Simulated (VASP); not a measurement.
# Bi4Te7 in VASP: single point with PBE

Aim: the single point of Bi4Te7 with PBE.

Program: VASP 6.6.1. These are calculated values, not measurements. Logs are shortened: lines on timing, memory, paths and dates and some standing lists are left out, and cuts for length are marked.

## Step 1: The cell of the first run

The cell holds a slab with vacuum, 11 atoms: a = 4.447 Å, b = 11.026 Å, c = 22.647 Å, α = 90.00°, β = 90.00°, γ = 101.63°.

## Step 2: Single point, PBE

The input, INCAR:

```
PREC = Accurate
ENCUT = 520
EDIFF = 1E-6
ISMEAR = 0
SIGMA = 0.05
LREAL = False
LASPH = True
NELM = 100
ALGO = Fast
ISIF = 2
LWAVE = False
LCHARG = False
LDIPOL = True
IDIPOL = 3
DIPOL = 0.5 0.5 0.500
GGA = PE
NBANDS = 62
ISYM = 0
```

The input, KPOINTS:

```
Automatic mesh
0
Gamma
  8 4 1
```

The input, POSCAR:

```
Bi4Te7
1.0
    4.4465493881      0.0000000000      0.0000000000
   -2.2232746940     10.7994464545      0.0000000000
    0.0000000000      0.0000000000     22.6470538377
Te Bi
7 4
Direct
    0.5211910884      0.0423821768      0.3311689041
    0.2017190887      0.4034381773      0.3676420463
    0.3618541765      0.7237083530      0.4635268577
    0.0423821768      0.0847643535      0.5000000000
    0.7229101771      0.4458203541      0.5364731423
    0.8830452649      0.7660905297      0.6323579537
    0.5635732652      0.1271465303      0.6688310959
    0.9337968999      0.8675937998      0.3982299042
    0.6297763652      0.2595527305      0.4329389999
    0.4549879883      0.9099759766      0.5670610001
    0.1509674536      0.3019349073      0.6017700958
```

Potentials or basis: VASP PAW PBE potentials, release 64 (Te, Bi_d).

Run with:

```sh
cat potpaw_PBE.64/Te/POTCAR potpaw_PBE.64/Bi_d/POTCAR > POTCAR
mpirun -np 1 vasp_std > vasp.out
```

OUTCAR:

```text
PREC = Accurate
   ENCUT = 520
   EDIFF = 1E-6
   ISMEAR = 0
   LREAL = False
   LASPH = True
   NELM = 100
   ISIF = 2
   GGA = PE
   ISYM = 0

 ion  position               nearest neighbor table
   1  0.521  0.042  0.331-   9 3.29   8 3.29   8 3.29
   2  0.202  0.403  0.368-   9 3.09   9 3.09
   3  0.362  0.724  0.464-   8 3.09   8 3.09  10 3.09
   4  0.042  0.085  0.500-  10 3.29   8 3.29  10 3.29   9 3.29  11 3.29   9 3.29
   5  0.723  0.446  0.536-  11 3.09  11 3.09   9 3.09
   6  0.883  0.766  0.632-  10 3.09  10 3.09
   7  0.564  0.127  0.669-  10 3.29  11 3.29  11 3.29
   8  0.934  0.868  0.398-   3 3.09   3 3.09   4 3.29   1 3.29   1 3.29
   9  0.630  0.260  0.433-   2 3.09   5 3.09   2 3.09   1 3.29   4 3.29   4 3.29
  10  0.455  0.910  0.567-   3 3.09   6 3.09   6 3.09   4 3.29   7 3.29   4 3.29
  11  0.151  0.302  0.602-   5 3.09   5 3.09   7 3.29   4 3.29   7 3.29

IMPORTANT INFORMATION: All symmetrisations will be switched off!
NOSYMM: (Re-)initialisation of all symmetry stuff for point group C_1.

----------------------------------------------------------------------------------------

                                     Primitive cell

  volume of cell :    1087.5177

  direct lattice vectors                    reciprocal lattice vectors
     4.446549388  0.000000000  0.000000000     0.224893488  0.046298669  0.000000000
    -2.223274694 10.799446454  0.000000000     0.000000000  0.092597339  0.000000000
     0.000000000  0.000000000 22.647053838     0.000000000  0.000000000  0.044155854

  length of vectors
     4.446549388 11.025923729 22.647053838     0.229609772  0.092597339  0.044155854

  position of ions in fractional coordinates (direct lattice)
     0.521191088  0.042382177  0.331168904
     0.201719089  0.403438177  0.367642046
     0.361854177  0.723708353  0.463526858
     0.042382177  0.084764353  0.500000000
     0.722910177  0.445820354  0.536473142
     0.883045265  0.766090530  0.632357954
     0.563573265  0.127146530  0.668831096
     0.933796900  0.867593800  0.398229904
     0.629776365  0.259552730  0.432939000
     0.454987988  0.909975977  0.567061000
     0.150967454  0.301934907  0.601770096

  ion indices of the primitive-cell ions
   primitive index   ion index
                 1           1
                 2           2
                 3           3
                 4           4
                 5           5
                 6           6
                 7           7
                 8           8
                 9           9
                10          10
                11          11

----------------------------------------------------------------------------------------

 KPOINTS: Automatic mesh

Automatic generation of k-mesh.
 Grid dimensions read from file:
 generate k-points for:    8    4    1

 Generating k-lattice:

  Cartesian coordinates                     Fractional coordinates (reciprocal lattice)
     0.028111686  0.005787334  0.000000000     0.125000000  0.000000000  0.000000000
     0.000000000  0.023149335  0.000000000     0.000000000  0.250000000  0.000000000
     0.000000000  0.000000000  0.044155854     0.000000000  0.000000000  1.000000000

  Length of vectors
     0.028701222  0.023149335  0.044155854

  Shift w.r.t. Gamma in fractional coordinates (k-lattice)
     0.000000000  0.000000000  0.000000000

 -----------------------------------------------------------------------------
|                                                                             |
|           W    W    AA    RRRRR   N    N  II  N    N   GGGG   !!!           |
|           W    W   A  A   R    R  NN   N  II  NN   N  G    G  !!!           |
|           W    W  A    A  R    R  N N  N  II  N N  N  G       !!!           |
|           W WW W  AAAAAA  RRRRR   N  N N  II  N  N N  G  GGG   !            |
|           WW  WW  A    A  R   R   N   NN  II  N   NN  G    G                |
|           W    W  A    A  R    R  N    N  II  N    N   GGGG   !!!           |
|                                                                             |
|     Your reciprocal lattice and k-lattice belong to different lattice       |
|     classes:                                                                |
|                                                                             |
|        The reciprocal lattice is base centered orthorhombic,                |
|        whereas your k-lattice is simple monoclinic.                         |
|                                                                             |
|     Results are often still useful ...                                      |
|                                                                             |
 -----------------------------------------------------------------------------

 WARNING: IBZKPT: internal override: KBLOWUP is changed to .FALSE.
      ... skipping the blow-up phase ...

 Subroutine IBZKPT returns following result:
 ===========================================

 Found     18 irreducible k-points:

 Following reciprocal coordinates:
            Coordinates               Weight
  0.000000  0.000000  0.000000      1.000000
  0.125000  0.000000  0.000000      2.000000
  0.250000  0.000000  0.000000      2.000000
  0.375000  0.000000  0.000000      2.000000
  0.500000  0.000000  0.000000      1.000000
  0.000000  0.250000  0.000000      2.000000
[... 10 lines left out ...]
  0.375000  0.500000  0.000000      2.000000
  0.500000  0.500000  0.000000      1.000000
   k-points           NKPTS =     18   k-points in BZ     NKDIM =     18   number of bands    NBANDS=     62
   number of dos      NEDOS =    301   number of ions     NIONS =     11
   total plane-waves  NPLWV = 508032
   dimension x,y,z NGX =    36 NGY =   84 NGZ =  168
   dimension x,y,z NGXF=    72 NGYF=  168 NGZF=  336
   ions per type =               7   4
   NGX,Y,Z   is equivalent  to a cutoff of  13.46, 12.67, 12.33 a.u.
   NGXF,Y,Z  is equivalent  to a cutoff of  26.92, 25.33, 24.66 a.u.
 SYSTEM =  unknown system
   PREC   = accura    normal or accurate (medium, high low for compatibility)
   ISTART =      0    job   : 0-new  1-cont  2-samecut
   ICHARG =      2    charge: 1-file 2-atom 10-const
   ISPIN  =      1    spin polarized calculation?
   LNONCOLLINEAR =      F non collinear calculations
   LSORBIT =      F    spin-orbit coupling
   LASPH  =      T    aspherical Exc in radial PAW
   ENCUT  =  520.0 eV  38.22 Ry    6.18 a.u.   8.27 20.50 42.11*2*pi/ulx,y,z
   NELM   =    100;   NELMIN=  2; NELMDL= -5     # of ELM steps
   EDIFF  = 0.1E-05   stopping-criterion for ELM
   LREAL  =      F    real-space projection
   EDIFFG = 0.1E-04   stopping-criterion for IOM
   NSW    =      0    number of steps for IOM
   IBRION =     -1    ionic relax: 0-MD 1-quasi-New 2-CG
   NFREE  =      0    steps in history (QN), initial steepest desc. (CG)
   ISIF   =      2    stress and relaxation
   ISYM   =      0    0-nonsym 1-usesym 2-fastsym
   POTIM  = 0.5000    time-step for ionic-motion
   TEBEG  =    0.0;   TEEND  =   0.0 temperature during run
   PSTRESS=    0.0 pullay stress
   NELECT =     102.0000    total number of electrons
   NUPDOWN=      -1.0000    fix difference up-down
   EMIN   =  10.00;   EMAX   =-10.00  energy-range for DOS
   EFERMI =   0.00;   METHOD = LEGACY
   ISMEAR =     0;   SIGMA  =   0.05  broadening in eV -4-tet -1-fermi 0-gaus
   EFERMI_NEDOS =   21; number of points for ismear=-14 and -15
   IALGO  =     68    algorithm
   IMIX   =      4    mixing-type and parameters
     AMIX     =   0.40;   BMIX     =  1.00
     AMIX_MAG =   1.60;   BMIX_MAG =  1.00
  volume/ion in A,a.u.               =      98.87       667.18
  Fermi-wavevector in a.u.,A,eV,Ry     =   0.743811  1.405600  7.527495  0.553255
  Thomas-Fermi vector in A             =   1.839015
   LORBIT       =      0    0 simple, 1 ext, 2 COOP (PROOUT), +10 PAW based schemes
   GGA     = PE    functional components
   LHFCALC =     F    Hartree Fock is set to
   AEXX    =    0.0000 exact exchange contribution
   IVDW    =     0    specifies the selected vdW correction
   LEPSILON=     F    determine dielectric tensor
   LRPA    =     F    only Hartree local field effects (RPA)
 non-spin polarized calculation
 RMM-DIIS sequential band-by-band and
 Gauss-broadening in eV      SIGMA  =   0.05
  energy-cutoff  :      520.00
  volume of cell :     1087.52
 maximum number of plane-waves:     29321
 NGX is ok and might be reduce to    36
   NGX = 17   NGY = 41   NGZ = 85

 dipolmoment           0.000000      0.000000      0.000001 electrons x Angstroem

 number of electron     101.9999997 magnetization

 dipolmoment           0.000000      0.000000     -0.000001 electrons x Angstroem

 Free energy of the ion-electron system (eV)
  ---------------------------------------------------
  ext. energy  EPLUGINS =         0.00000000
  ---------------------------------------------------
  free energy    TOTEN  =       -36.65584321 eV

  energy without entropy =      -36.62243637  energy(sigma->0) =      -36.63913979

 E-fermi :  -1.6471     XC(G=0):  -3.9447

 val. band max:       -1.6551832631   @ k =   0.5000   0.0000   0.0000
 cond. band min:      -1.6363090497   @ k =   0.0000   0.2500   0.0000
 fundamental gap:      0.0188742134
 Fermi energy:        -1.6471109796

 k-point     1 :       0.0000    0.0000    0.0000
  band No.  band energies     occupation
      1     -24.4832      2.00000
      2     -24.4830      2.00000
      3     -24.4554      2.00000
      4     -24.4554      2.00000
      5     -24.4535      2.00000
      6     -24.4535      2.00000
[... 1159 lines left out ...]
     61       1.6289      0.00000
     62       1.8243      0.00000

------------------------ aborting loop because EDIFF is reached ----------------------------------------

 vacuum level on the upper side and lower side of the slab       (xc-potential included)        -0.062        -0.062

  FORCE on cell =-STRESS in cart. coord.  units (eV):
  Direction    XX          YY          ZZ          XY          YZ          ZX
  --------------------------------------------------------------------------------------
  -------------------------------------------------------------------------------------
  Total       -5.4931774     -7.7193824     -3.6114845     -0.0087062     -2.5213997     -0.0380741
  in kB       -8.0927827    -11.3725226     -5.3205926     -0.0128264     -3.7146334     -0.0560923
  external PRESSURE =      -8.2619660 kB  Pullay stress =       0.0000000 kB

 VOLUME and BASIS-vectors are now :
 -----------------------------------------------------------------------------
  energy-cutoff  :      520.00
  volume of cell :     1087.52
      direct lattice vectors                 reciprocal lattice vectors
     4.446549388  0.000000000  0.000000000     0.224893488  0.046298669  0.000000000
    -2.223274694 10.799446454  0.000000000     0.000000000  0.092597339  0.000000000
     0.000000000  0.000000000 22.647053838     0.000000000  0.000000000  0.044155854

 POSITION                                       TOTAL-FORCE (eV/Angst)
 -----------------------------------------------------------------------------------
      2.22327      0.45770      7.50000         0.003575     -0.064039      0.606736
      0.00000      4.35691      8.32601         0.000925     -0.162364      0.390209
      0.00000      7.81565     10.49752        -0.000459     -0.371934     -0.070902
      0.00000      0.91541     11.32353         0.000007      0.000185      0.000010
      2.22327      4.81461     12.14954         0.000507      0.372328      0.070897
      2.22327      8.27335     14.32104        -0.000875      0.162767     -0.390183
      2.22327      1.37311     15.14705        -0.003461      0.064434     -0.606719
      2.22327      9.36953      9.01873         0.001753      0.967513     -0.104740
      2.22327      2.80303      9.80479         0.000030      0.047564     -0.935742
      0.00000      9.82724     12.84226        -0.000322     -0.048311      0.935851
     -0.00000      3.26073     13.62832        -0.001680     -0.968144      0.104581
 -----------------------------------------------------------------------------------
    total drift:                               -0.000279     -0.002194     -0.000192

  FREE ENERGIE OF THE ION-ELECTRON SYSTEM (eV)
  ---------------------------------------------------
  free  energy   TOTEN  =       -36.6558432105 eV

  energy  without entropy=      -36.6224363665  energy(sigma->0) =      -36.63913979

 vacuum level on the upper side and lower side of the slab         3.748         3.748
```

It took 84 min on 1 thread of Oxide Virtual Turin-like, shared host; peak memory 1.5 GiB.

What came out:

| Property | Result |
| --- | --- |
| Free energy | -36.6558 eV |
| Largest force | 0.974 eV/Å |
| Band gap on the k mesh | zero (bands 51 and 52 overlap by 0.07 eV) |

Forces in eV/Å, atoms in the order of the input:
```
Te   0.004 -0.064  0.607
Te   0.001 -0.162  0.390
Te   0.000 -0.372 -0.071
Te   0.000  0.000  0.000
Te   0.001  0.372  0.071
Te  -0.001  0.163 -0.390
Te  -0.003  0.064 -0.607
Bi   0.002  0.968 -0.105
Bi   0.000  0.048 -0.936
Bi   0.000 -0.048  0.936
Bi  -0.002 -0.968  0.105
```

Levels at points of the mesh, in eV from the Fermi level:
| k point | band 49 | band 50 | band 51 | band 52 | band 53 | band 54 |
| --- | --- | --- | --- | --- | --- | --- |
| (0.00, 0.00, 0.00) | -0.22 | -0.03 | -0.02 | 0.14 | 1.04 | 1.12 |
| (0.50, 0.00, 0.00) | -0.42 | -0.40 | -0.04 | -0.01 | 0.02 | 2.05 |
| (0.00, 0.50, 0.00) | -0.11 | -0.09 | -0.05 | 0.02 | 1.00 | 1.35 |
| (0.50, 0.50, 0.00) | -0.42 | -0.40 | -0.04 | -0.01 | 0.02 | 2.05 |

Caveat: spin-orbit coupling is left out, which moves the levels of the heavy elements.
